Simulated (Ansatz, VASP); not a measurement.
One calculation of SrO, two programs

```
CELL_PARAMETERS angstrom
0.00000 2.58015 2.58015
2.58015 0.00000 2.58015
2.58015 2.58015 0.00000
ATOMIC_POSITIONS crystal
Sr 0.00000 0.00000 0.00000
O 0.50000 0.50000 0.50000
```

Alike in both runs: functional r2SCAN; k mesh 8 × 8 × 8; occupations gaussian, width 0.02 eV; no spin polarisation.

Ansatz relaxed the structure, and its values are those at the end. VASP's run is a single point on that final structure, the one shown.

|  | VASP | Ansatz |
| --- | --- | --- |
| version | VASP 6.6.1 | Ansatz 0.2.0 |
| potentials or method | VASP PAW PBE potentials, release 64 (Sr_sv, O), cutoff 520 eV | scalar-relativistic, plane waves, PAW |
| valence electrons in the cell | 16 | 16 |

```tsv
	VASP	Ansatz	Ansatz less VASP
gap on the k mesh at the Fermi level (eV)	3.75	3.80	+0.052
least direct gap on the mesh (eV)	3.84	3.88	+0.040
pressure (GPa)	0.5	0.0	-0.52
```

VASP's potentials were made for PBE, not for r2SCAN. With one functional, cell and mesh, what is left measures potentials, basis and numerics.
